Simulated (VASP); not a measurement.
# C (I4_1/amd) in VASP: further runs

The runs below take C through single point, relaxation of cell and atoms, with r2SCAN.

Program: VASP 6.6.1. These are calculated values, not measurements. Logs are shortened: lines on timing, memory, paths and dates and some standing lists are left out, and cuts for length are marked.

### Step 1. The cell of the first run

The structure is tetragonal, space group I4_1/amd (No. 141). Conventional cell: a = 4.346 Å, b = 4.346 Å, c = 2.371 Å, α = 90.00°, β = 90.00°, γ = 90.00°. Within 3.0 Å of C (site symmetry -4m2) lie 10 C at 2.25 to 2.81 Å.

### Step 2. Single point, r2SCAN

The input, POSCAR:

```
C
1.0
   -2.1731842891      2.1731842891      1.1855121455
    2.1731842891     -2.1731842891      1.1855121455
    2.1731842891      2.1731842891     -1.1855121455
C
2
Direct
    0.0000000000      0.0000000000      0.0000000000
    0.7500000000      0.2500000000      0.5000000000
```

The input, INCAR.step1:

```
SYSTEM = C
ALGO = Normal
EDIFF = 1E-4
ENCUT = 520
GGA = PE
ISMEAR = 0
LASPH = .True.
LCHARG = .False.
LREAL = .False.
LWAVE = .True.
NBANDS = 11
NELM = 60
PREC = Accurate
SIGMA = 0.1
```

The input, INCAR.step2:

```
SYSTEM = C
ALGO = Normal
EDIFF = 1E-6
ENCUT = 520
ISIF = 2
ISMEAR = 0
ISTART = 1
LASPH = .True.
LCHARG = .True.
LELF = .True.
LMIXTAU = .True.
LREAL = .False.
LVHAR = .True.
LWAVE = .False.
METAGGA = R2SCAN
NBANDS = 11
NELM = 60
PREC = Accurate
SIGMA = 0.1
```

The input, KPOINTS:

```
k-points
0
Gamma
  8 8 8
  0 0 0
```

Potentials or basis: VASP PAW PBE potentials, release 64 (C).

Run with:

```sh
> cat potpaw_PBE.64/C/POTCAR > POTCAR
> cp INCAR.step1 INCAR
> mpirun -np 1 vasp_std > vasp.out
> cp INCAR.step2 INCAR
> mpirun -np 1 vasp_std > vasp.out
```

OUTCAR:

```text
SYSTEM = C
   EDIFF = 1E-6
   ENCUT = 520
   ISIF = 2
   ISMEAR = 0
   ISTART = 1
   LASPH = .True.
   LREAL = .False.
   METAGGA = R2SCAN
   NELM = 60
   PREC = Accurate

 ion  position               nearest neighbor table
   1  0.000  0.000  0.000-
   2  0.750  0.250  0.500-

  LATTYP: Found a body centered tetragonal cell.
 ALAT       =     4.3463685782
 C/A-ratio  =     0.5455184595

  Lattice vectors:

 A1 = (  -2.1731842891,   2.1731842891,   1.1855121455)
 A2 = (   2.1731842891,  -2.1731842891,   1.1855121455)
 A3 = (   2.1731842891,   2.1731842891,  -1.1855121455)

Analysis of symmetry for initial positions (statically):
=====================================================================
 Subroutine PRICEL returns:
 Original cell was already a primitive cell.

 Routine SETGRP: Setting up the symmetry group for a
 body centered tetragonal supercell.

 Subroutine GETGRP returns: Found 16 space group operations
 (whereof  8 operations were pure point group operations)
 out of a pool of 16 trial point group operations.

The static configuration has the point symmetry D_2d.
 The point group associated with its full space group is D_4h.

Analysis of symmetry for dynamics (positions and initial velocities):
=====================================================================
 Subroutine PRICEL returns:
 Original cell was already a primitive cell.

 Routine SETGRP: Setting up the symmetry group for a
 body centered tetragonal supercell.

 Subroutine GETGRP returns: Found 16 space group operations
 (whereof  8 operations were pure point group operations)
 out of a pool of 16 trial point group operations.

The dynamic configuration has the point symmetry D_2d.
 The point group associated with its full space group is D_4h.

 Subroutine INISYM returns: Found 16 space group operations
 (whereof  8 operations are pure point group operations),
 and found     1 'primitive' translations

----------------------------------------------------------------------------------------

                                     Primitive cell

  volume of cell :      22.3954

  direct lattice vectors                    reciprocal lattice vectors
    -2.173184289  2.173184289  1.185512145     0.000000000  0.230077128  0.421758648
     2.173184289 -2.173184289  1.185512145     0.230077128  0.000000000  0.421758648
     2.173184289  2.173184289 -1.185512145     0.230077128  0.230077128  0.000000000

  length of vectors
     3.294070272  3.294070272  3.294070272     0.480432974  0.480432974  0.325378195

  position of ions in fractional coordinates (direct lattice)
     0.000000000  0.000000000  0.000000000
     0.750000000  0.250000000  0.500000000

  ion indices of the primitive-cell ions
   primitive index   ion index
                 1           1
                 2           2

----------------------------------------------------------------------------------------

 KPOINTS: k-points

Automatic generation of k-mesh.
 Grid dimensions read from file:
 generate k-points for:    8    8    8

 Generating k-lattice:

  Cartesian coordinates                     Fractional coordinates (reciprocal lattice)
     0.000000000  0.028759641  0.052719831     0.125000000 -0.000000000  0.000000000
     0.028759641  0.000000000  0.052719831    -0.000000000  0.125000000  0.000000000
     0.028759641  0.028759641  0.000000000     0.000000000  0.000000000  0.125000000

  Length of vectors
     0.060054122  0.060054122  0.040672274

  Shift w.r.t. Gamma in fractional coordinates (k-lattice)
     0.000000000  0.000000000  0.000000000

 Subroutine IBZKPT returns following result:
 ===========================================

 Found     59 irreducible k-points:

 Following reciprocal coordinates:
            Coordinates               Weight
  0.000000  0.000000  0.000000      1.000000
  0.125000 -0.000000  0.000000      8.000000
  0.250000 -0.000000  0.000000      8.000000
  0.375000  0.000000 -0.000000      8.000000
  0.500000 -0.000000  0.000000      4.000000
  0.125000  0.125000  0.000000      8.000000
[... 16 lines left out ...]
  0.250000  0.125000  0.125000     16.000000
  0.375000  0.125000  0.125000      8.000000
 [... further k-points ...]
   k-points           NKPTS =     59   k-points in BZ     NKDIM =     59   number of bands    NBANDS=     11
   number of dos      NEDOS =    301   number of ions     NIONS =      2
   total plane-waves  NPLWV =  13824
   dimension x,y,z NGX =    24 NGY =   24 NGZ =   24
   dimension x,y,z NGXF=    48 NGYF=   48 NGZF=   48
   ions per type =               2
   NGX,Y,Z   is equivalent  to a cutoff of  12.11, 12.11, 12.11 a.u.
   NGXF,Y,Z  is equivalent  to a cutoff of  24.22, 24.22, 24.22 a.u.
 SYSTEM =  C
   PREC   = accura    normal or accurate (medium, high low for compatibility)
   ISTART =      1    job   : 0-new  1-cont  2-samecut
   ICHARG =      0    charge: 1-file 2-atom 10-const
   ISPIN  =      1    spin polarized calculation?
   LNONCOLLINEAR =      F non collinear calculations
   LSORBIT =      F    spin-orbit coupling
   LASPH  =      T    aspherical Exc in radial PAW
   ENCUT  =  520.0 eV  38.22 Ry    6.18 a.u.   6.12  6.12  6.12*2*pi/ulx,y,z
   NELM   =     60;   NELMIN=  2; NELMDL=  0     # of ELM steps
   EDIFF  = 0.1E-05   stopping-criterion for ELM
   LREAL  =      F    real-space projection
   EDIFFG = 0.1E-04   stopping-criterion for IOM
   NSW    =      0    number of steps for IOM
   IBRION =     -1    ionic relax: 0-MD 1-quasi-New 2-CG
   NFREE  =      0    steps in history (QN), initial steepest desc. (CG)
   ISIF   =      2    stress and relaxation
   ISYM   =      2    0-nonsym 1-usesym 2-fastsym
   POTIM  = 0.5000    time-step for ionic-motion
   TEBEG  =    0.0;   TEEND  =   0.0 temperature during run
   PSTRESS=    0.0 pullay stress
   NELECT =       8.0000    total number of electrons
   NUPDOWN=      -1.0000    fix difference up-down
   EMIN   =  10.00;   EMAX   =-10.00  energy-range for DOS
   EFERMI =   0.00;   METHOD = LEGACY
   ISMEAR =     0;   SIGMA  =   0.10  broadening in eV -4-tet -1-fermi 0-gaus
   EFERMI_NEDOS =   21; number of points for ismear=-14 and -15
   IALGO  =     38    algorithm
   IMIX   =      4    mixing-type and parameters
     AMIX     =   0.40;   BMIX     =  1.00
     AMIX_MAG =   1.60;   BMIX_MAG =  1.00
  volume/ion in A,a.u.               =      11.20        75.57
  Fermi-wavevector in a.u.,A,eV,Ry     =   1.161587  2.195081 18.358132  1.349285
  Thomas-Fermi vector in A             =   2.298158
   LORBIT       =      0    0 simple, 1 ext, 2 COOP (PROOUT), +10 PAW based schemes
   METAGGA = R2SCAN    functional components
   LHFCALC =     F    Hartree Fock is set to
   AEXX    =    0.0000 exact exchange contribution
   IVDW    =     0    specifies the selected vdW correction
   LEPSILON=     F    determine dielectric tensor
   LRPA    =     F    only Hartree local field effects (RPA)
 non-spin polarized calculation
 Gauss-broadening in eV      SIGMA  =   0.10
  energy-cutoff  :      520.00
  volume of cell :       22.40
 maximum number of plane-waves:       614
   NGX = 13   NGY = 13   NGZ = 13

 number of electron       8.0000000 magnetization

 Free energy of the ion-electron system (eV)
  ---------------------------------------------------
  ext. energy  EPLUGINS =         0.00000000
  ---------------------------------------------------
  free energy    TOTEN  =       -10.40954896 eV

  energy without entropy =      -10.40465348  energy(sigma->0) =      -10.40710122

 E-fermi :   2.3383     XC(G=0): -11.2927

 val. band max:        2.3188089119   @ k =  -0.2500  -0.2500   0.1250
 cond. band min:       2.3558359529   @ k =   0.5000   0.2500   0.0000
 fundamental gap:      0.0370270410
 Fermi energy:         2.3383180382

 k-point     1 :       0.0000    0.0000    0.0000
  band No.  band energies     occupation
      1     -12.4126      2.00000
      2      -2.8289      2.00000
      3       0.1423      2.00000
      4       0.1423      2.00000
      5       8.0011      0.00000
      6       8.0086      0.00000
      7       8.0086      0.00000
      8       8.0104      0.00000
      9      12.9374      0.00000
     10      22.2967      0.00000
     11      24.5933      0.00000

 k-point     2 :       0.1250   -0.0000    0.0000
  band No.  band energies     occupation
      1     -11.9612      2.00000
      2      -3.0942      2.00000
      3       0.2013      2.00000
      4       1.0118      2.00000
      5       6.5644      0.00000
      6       6.8361      0.00000
      7       7.7395      0.00000
      8       8.0137      0.00000
      9      13.7425      0.00000
     10      22.5880      0.00000
     11      23.6311      0.00000

 k-point     3 :       0.2500   -0.0000    0.0000
  band No.  band energies     occupation
      1     -10.6334      2.00000
      2      -3.3069      2.00000
      3       0.4290      2.00000
      4       2.5661      0.00128
      5       3.5619      0.00000
      6       4.5865      0.00000
      7       6.9494      0.00000
      8       7.8638      0.00000
      9      15.7990      0.00000
     10      20.0786      0.00000
     11      21.1008      0.00000

 k-point     4 :       0.3750    0.0000   -0.0000
  band No.  band energies     occupation
      1      -8.5575      2.00000
      2      -3.4366      2.00000
      3       0.2656      2.00000
      4       0.8112      2.00000
      5       1.7715      2.00000
      6       4.8563      0.00000
      7       6.4867      0.00000
      8       7.3800      0.00000
      9      17.1089      0.00000
     10      18.5740      0.00000
     11      21.8886      0.00000

 k-point     5 :       0.5000   -0.0000    0.0000
  band No.  band energies     occupation
      1      -6.7427      2.00000
      2      -4.4503      2.00000
      3      -0.5398      2.00000
      4       0.5280      2.00000
      5       1.0356      2.00000
      6       5.2049      0.00000
      7       6.6713      0.00000
      8       7.0436      0.00000
      9      17.1321      0.00000
     10      18.4686      0.00000
     11      21.8070      0.00000
[... 211 lines left out ...]
 k-point    21 :       0.5000    0.5000    0.0000
  band No.  band energies     occupation
      1      -9.2110      2.00000
      2      -9.2110      2.00000
      3       3.0754      0.00000
      4       3.0754      0.00000
      5       4.3979      0.00000
      6       4.3979      0.00000
      7       8.0225      0.00000
      8       8.0225      0.00000
      9      21.2575      0.00000
     10      21.2575      0.00000
     11      23.4067      0.00000

 k-point    22 :       0.1250    0.1250    0.1250
  band No.  band energies     occupation
      1     -10.2349      2.00000
      2      -4.5520      2.00000
      3       1.3950      2.00000
      4       2.7575      0.00000
      5       3.5126      0.00000
      6       4.2966      0.00000
      7       7.0704      0.00000
      8       7.1298      0.00000
      9      16.6464      0.00000
     10      20.5110      0.00000
     11      21.2484      0.00000

 k-point    23 :       0.2500    0.1250    0.1250
  band No.  band energies     occupation
      1      -8.1840      2.00000
      2      -4.3210      2.00000
      3      -0.2036      2.00000
      4       0.8750      2.00000
      5       3.0893      0.00000
      6       4.7292      0.00000
      7       6.4758      0.00000
      8       7.2297      0.00000
      9      16.9865      0.00000
     10      18.9532      0.00000
     11      21.8155      0.00000

 k-point    24 :       0.3750    0.1250    0.1250
  band No.  band energies     occupation
      1      -6.4094      2.00000
      2      -4.6219      2.00000
      3      -1.6684      2.00000
      4      -0.2547      2.00000
      5       3.1576      0.00000
      6       5.4059      0.00000
      7       6.4323      0.00000
      8       7.2126      0.00000
      9      16.9413      0.00000
     10      18.8521      0.00000
     11      20.4286      0.00000

 [... further k-points ...]
[... 5 lines left out ...]
  --------------------------------------------------------------------------------------
  -------------------------------------------------------------------------------------
  Total       -6.9148143     -6.9148143     -5.1843101      0.0000000      0.0000000      0.0000000
  in kB     -494.6887022   -494.6887022   -370.8877101      0.0000000      0.0000000      0.0000000
  external PRESSURE =    -453.4217048 kB  Pullay stress =       0.0000000 kB

 VOLUME and BASIS-vectors are now :
 -----------------------------------------------------------------------------
  energy-cutoff  :      520.00
  volume of cell :       22.40
      direct lattice vectors                 reciprocal lattice vectors
    -2.173184289  2.173184289  1.185512145     0.000000000  0.230077128  0.421758648
     2.173184289 -2.173184289  1.185512145     0.230077128  0.000000000  0.421758648
     2.173184289  2.173184289 -1.185512145     0.230077128  0.230077128  0.000000000

 POSITION                                       TOTAL-FORCE (eV/Angst)
 -----------------------------------------------------------------------------------
      0.00000      0.00000      0.00000        -0.000000     -0.000000      0.000000
      0.00000      2.17318      0.59276         0.000000      0.000000     -0.000000
 -----------------------------------------------------------------------------------
    total drift:                                0.000000      0.000000     -0.000000

  FREE ENERGIE OF THE ION-ELECTRON SYSTEM (eV)
  ---------------------------------------------------
  free  energy   TOTEN  =       -10.4095489595 eV

  energy  without entropy=      -10.4046534808  energy(sigma->0) =      -10.40710122
```

It took 41 s on 1 thread of Intel Xeon Platinum 8259CL at 2.50GHz (Skylake/Cascade Lake), shared host; peak memory 0.14 GiB.

What came out:

```yaml
Free_energy: -10.4095 eV
Pressure: -45.3 GPa
Band_gap_on_the_k_mesh: zero (band 4 reaches 3.78 eV, above the bottom of band 5 at 0.29 eV)
```

Levels at points of the mesh, in eV from the Fermi level:
```tsv
k point	band 2	band 3	band 4	band 5	band 6	band 7
(0.00, 0.00, 0.00)	-5.17	-2.20	-2.20	5.66	5.67	5.67
(0.50, 0.00, 0.00)	-6.79	-2.88	-1.81	-1.30	2.87	4.33
(0.50, 0.50, 0.00)	-11.55	0.74	0.74	2.06	2.06	5.68
(0.50, 0.50, 0.50)	-9.90	-5.48	-5.48	5.20	5.20	7.17
```

Caveat: the k points lie up to 0.38 Å⁻¹ apart; the PAW data sets were made with another functional, which shifts forces and pressure a little.

(Part 1 of 2 ends here.)
